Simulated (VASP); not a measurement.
# Nb (Im-3m) in VASP: further runs, part 2 of 2

VASP 6.6.1. The steps go on from the part before.

## (4) Single point, PBE

File INCAR:

```
  PREC = Accurate
  ENCUT = 500
  EDIFF = 1E-6
  ISMEAR = -1
  SIGMA = 0.003
  LREAL = F
  LASPH = T
  NELM = 120
  ALGO = Normal
  ISIF = 2
  LWAVE = F
  LCHARG = T
  GGA = PE
  LELF = T
  LVHAR = T
  NBANDS = 12
  GGA_COMPAT = F
```

File KPOINTS:

```
regular mesh
0
Gamma
  11 11 11
```

File POSCAR:

```
Nb
1.0
   -1.6506000000      1.6506000000      1.6506000000
    1.6506000000     -1.6506000000      1.6506000000
    1.6506000000      1.6506000000     -1.6506000000
Nb
1
Direct
    0.0000000000      0.0000000000      0.0000000000
```

Potentials or basis: VASP PAW PBE potentials, release 64 (Nb_sv).

Command:

```console
$ cat potpaw_PBE.64/Nb_sv/POTCAR > POTCAR
$ mpirun -np 1 vasp_std > vasp.out
```

OUTCAR:

```text
PREC = Accurate
   ENCUT = 500
   EDIFF = 1E-6
   ISMEAR = -1
   LREAL = F
   LASPH = T
   NELM = 120
   ISIF = 2
   GGA = PE

 ion  position               nearest neighbor table
   1  0.000  0.000  0.000-

  LATTYP: Found a body centered cubic cell.
 ALAT       =     3.3012000000

  Lattice vectors:

 A1 = (  -1.6506000000,   1.6506000000,   1.6506000000)
 A2 = (   1.6506000000,  -1.6506000000,   1.6506000000)
 A3 = (   1.6506000000,   1.6506000000,  -1.6506000000)

Analysis of symmetry for initial positions (statically):
=====================================================================
 Subroutine PRICEL returns:
 Original cell was already a primitive cell.

 Routine SETGRP: Setting up the symmetry group for a
 body centered cubic supercell.

 Subroutine GETGRP returns: Found 48 space group operations
 (whereof 48 operations were pure point group operations)
 out of a pool of 48 trial point group operations.

The static configuration has the point symmetry O_h .

Analysis of symmetry for dynamics (positions and initial velocities):
=====================================================================
 Subroutine PRICEL returns:
 Original cell was already a primitive cell.

 Routine SETGRP: Setting up the symmetry group for a
 body centered cubic supercell.

 Subroutine GETGRP returns: Found 48 space group operations
 (whereof 48 operations were pure point group operations)
 out of a pool of 48 trial point group operations.

The dynamic configuration has the point symmetry O_h .

 Subroutine INISYM returns: Found 48 space group operations
 (whereof 48 operations are pure point group operations),
 and found     1 'primitive' translations

----------------------------------------------------------------------------------------

                                     Primitive cell

  volume of cell :      17.9881

  direct lattice vectors                    reciprocal lattice vectors
    -1.650600000  1.650600000  1.650600000     0.000000000  0.302920150  0.302920150
     1.650600000 -1.650600000  1.650600000     0.302920150  0.000000000  0.302920150
     1.650600000  1.650600000 -1.650600000     0.302920150  0.302920150  0.000000000

  length of vectors
     2.858923063  2.858923063  2.858923063     0.428393785  0.428393785  0.428393785

  position of ions in fractional coordinates (direct lattice)
     0.000000000  0.000000000  0.000000000

  ion indices of the primitive-cell ions
   primitive index   ion index
                 1           1

----------------------------------------------------------------------------------------

 KPOINTS: regular mesh

Automatic generation of k-mesh.
 Grid dimensions read from file:
 generate k-points for:   11   11   11

 Generating k-lattice:

  Cartesian coordinates                     Fractional coordinates (reciprocal lattice)
     0.000000000  0.027538195  0.027538195     0.090909091  0.000000000  0.000000000
     0.027538195  0.000000000  0.027538195     0.000000000  0.090909091  0.000000000
     0.027538195  0.027538195  0.000000000     0.000000000  0.000000000  0.090909091

  Length of vectors
     0.038944890  0.038944890  0.038944890

  Shift w.r.t. Gamma in fractional coordinates (k-lattice)
     0.000000000  0.000000000  0.000000000

 Subroutine IBZKPT returns following result:
 ===========================================

 Found     56 irreducible k-points:

 Following reciprocal coordinates:
            Coordinates               Weight
  0.000000  0.000000  0.000000      1.000000
  0.090909  0.000000  0.000000     12.000000
  0.181818  0.000000  0.000000     12.000000
  0.272727  0.000000  0.000000     12.000000
  0.363636  0.000000  0.000000     12.000000
  0.454545  0.000000  0.000000     12.000000
[... 16 lines left out ...]
  0.272727  0.181818  0.090909     48.000000
  0.363636  0.181818  0.090909     24.000000
 [... further k-points ...]
   k-points           NKPTS =     56   k-points in BZ     NKDIM =     56   number of bands    NBANDS=     12
   number of dos      NEDOS =    301   number of ions     NIONS =      1
   total plane-waves  NPLWV =  13824
   dimension x,y,z NGX =    24 NGY =   24 NGZ =   24
   dimension x,y,z NGXF=    48 NGYF=   48 NGZF=   48
   ions per type =               1
   NGX,Y,Z   is equivalent  to a cutoff of  13.96, 13.96, 13.96 a.u.
   NGXF,Y,Z  is equivalent  to a cutoff of  27.91, 27.91, 27.91 a.u.
 SYSTEM =  unknown system
   PREC   = accura    normal or accurate (medium, high low for compatibility)
   ISTART =      0    job   : 0-new  1-cont  2-samecut
   ICHARG =      2    charge: 1-file 2-atom 10-const
   ISPIN  =      1    spin polarized calculation?
   LNONCOLLINEAR =      F non collinear calculations
   LSORBIT =      F    spin-orbit coupling
   LASPH  =      T    aspherical Exc in radial PAW
   ENCUT  =  500.0 eV  36.75 Ry    6.06 a.u.   5.21  5.21  5.21*2*pi/ulx,y,z
   NELM   =    120;   NELMIN=  2; NELMDL= -5     # of ELM steps
   EDIFF  = 0.1E-05   stopping-criterion for ELM
   LREAL  =      F    real-space projection
   EDIFFG = 0.1E-04   stopping-criterion for IOM
   NSW    =      0    number of steps for IOM
   IBRION =     -1    ionic relax: 0-MD 1-quasi-New 2-CG
   NFREE  =      0    steps in history (QN), initial steepest desc. (CG)
   ISIF   =      2    stress and relaxation
   ISYM   =      2    0-nonsym 1-usesym 2-fastsym
   POTIM  = 0.5000    time-step for ionic-motion
   TEBEG  =    0.0;   TEEND  =   0.0 temperature during run
   PSTRESS=    0.0 pullay stress
   NELECT =      13.0000    total number of electrons
   NUPDOWN=      -1.0000    fix difference up-down
   EMIN   =  10.00;   EMAX   =-10.00  energy-range for DOS
   EFERMI =   0.00;   METHOD = LEGACY
   ISMEAR =    -1;   SIGMA  =   0.00  broadening in eV -4-tet -1-fermi 0-gaus
   EFERMI_NEDOS =   21; number of points for ismear=-14 and -15
   IALGO  =     38    algorithm
   IMIX   =      4    mixing-type and parameters
     AMIX     =   0.40;   BMIX     =  1.00
     AMIX_MAG =   1.60;   BMIX_MAG =  1.00
  volume/ion in A,a.u.               =      17.99       121.39
  Fermi-wavevector in a.u.,A,eV,Ry     =   1.469132  2.776257 29.366113  2.158348
  Thomas-Fermi vector in A             =   2.584546
   LORBIT       =      0    0 simple, 1 ext, 2 COOP (PROOUT), +10 PAW based schemes
   GGA     = PE    functional components
   LHFCALC =     F    Hartree Fock is set to
   AEXX    =    0.0000 exact exchange contribution
   IVDW    =     0    specifies the selected vdW correction
   LEPSILON=     F    determine dielectric tensor
   LRPA    =     F    only Hartree local field effects (RPA)
 non-spin polarized calculation
  energy-cutoff  :      500.00
  volume of cell :       17.99
 maximum number of plane-waves:       470
 NGX is ok and might be reduce to    24
   NGX = 11   NGY = 11   NGZ = 11

 number of electron      13.0000000 magnetization

 Free energy of the ion-electron system (eV)
  ---------------------------------------------------
  ext. energy  EPLUGINS =         0.00000000
  ---------------------------------------------------
  free energy    TOTEN  =       -10.20539711 eV

  energy without entropy =      -10.20530842  energy(sigma->0) =      -10.20535277

 E-fermi :  11.1068     XC(G=0): -12.5108

 val. band max:       11.0941449936   @ k =  -0.1818   0.2727   0.0909
 cond. band min:      11.1073189574   @ k =  -0.3636   0.3636   0.1818
 fundamental gap:      0.0131739638
 Fermi energy:        11.1067543699

 k-point     1 :       0.0000    0.0000    0.0000
  band No.  band energies     occupation
      1     -43.1975      2.00000
      2     -18.4898      2.00000
      3     -18.4898      2.00000
      4     -18.4898      2.00000
      5       5.2453      2.00000
      6      11.5480      0.00000
      7      11.5480      0.00000
      8      11.5480      0.00000
      9      14.4624      0.00000
     10      14.4624      0.00000
     11      25.4196      0.00000
     12      25.4196      0.00000

 k-point     2 :       0.0909    0.0000    0.0000
  band No.  band energies     occupation
      1     -43.1783      2.00000
      2     -18.6059      2.00000
      3     -18.5251      2.00000
      4     -18.4908      2.00000
      5       5.5828      2.00000
      6      11.3430      0.00000
      7      11.4908      0.00000
      8      11.8736      0.00000
      9      14.1715      0.00000
     10      14.4650      0.00000
     11      25.6838      0.00000
     12      26.0047      0.00000
[... 316 lines left out ...]
 k-point    24 :       0.3636    0.1818    0.0909
  band No.  band energies     occupation
      1     -42.9379      2.00000
      2     -19.6130      2.00000
      3     -19.1070      2.00000
      4     -18.7166      2.00000
      5       8.7878      2.00000
      6       9.6117      2.00000
      7      11.5142      0.00000
      8      14.8539      0.00000
      9      15.2623      0.00000
     10      20.2499      0.00000
     11      21.6716      0.00000
     12      23.8996      0.00000

 [... further k-points ...]
[... 5 lines left out ...]
  --------------------------------------------------------------------------------------
  -------------------------------------------------------------------------------------
  Total        0.2486335      0.2486335      0.2486335     -0.0000000      0.0000000     -0.0000000
  in kB       22.1454590     22.1454590     22.1454590     -0.0000000      0.0000000     -0.0000000
  external PRESSURE =      22.1454590 kB  Pullay stress =       0.0000000 kB

 VOLUME and BASIS-vectors are now :
 -----------------------------------------------------------------------------
  energy-cutoff  :      500.00
  volume of cell :       17.99
      direct lattice vectors                 reciprocal lattice vectors
    -1.650600000  1.650600000  1.650600000     0.000000000  0.302920150  0.302920150
     1.650600000 -1.650600000  1.650600000     0.302920150  0.000000000  0.302920150
     1.650600000  1.650600000 -1.650600000     0.302920150  0.302920150  0.000000000

 POSITION                                       TOTAL-FORCE (eV/Angst)
 -----------------------------------------------------------------------------------
      0.00000      0.00000      0.00000        -0.000000      0.000000     -0.000000
 -----------------------------------------------------------------------------------
    total drift:                                0.000000      0.000000      0.000000

  FREE ENERGIE OF THE ION-ELECTRON SYSTEM (eV)
  ---------------------------------------------------
  free  energy   TOTEN  =       -10.2053971120 eV

  energy  without entropy=      -10.2053084184  energy(sigma->0) =      -10.20535277
```

stdout:

```text
POSCAR found type information on POSCAR Nb
 POSCAR found :  1 types and       1 ions
 scaLAPACK will be used
 LDA part: xc-table for (Slater+PW92), standard interpolation
 POSCAR, INCAR and KPOINTS ok, starting setup
 FFT: planning ... GRIDC
 FFT: planning ... GRID_SOFT
 FFT: planning ... GRID
 WAVECAR not read
 entering main loop
```

It took 14 s on 1 thread of Intel Xeon 8259CL, shared host; peak memory 0.14 GiB.

What came out:

| Item | Value |
| --- | --- |
| Free energy | -10.2054 eV |
| Pressure | 2.2 GPa |

## (5) Overview

```tsv
cutoff (eV)	smearing	gap on the mesh (eV)	pressure (GPa)
520	gaussian 0.1 eV	none	1.9
500	gaussian 0.1 eV	none	1.8
500	fermi-dirac 0.003 eV	none	2.2
```

Alike in all rows: task single point; level PBE; potentials or basis VASP PAW PBE potentials, release 64 (Nb_sv); no spin polarisation; cell as given; k mesh 11 × 11 × 11.

Every run on the cell as given and a fine mesh finds a metal.

Absolute energies hang on the potentials; compare differences alone.
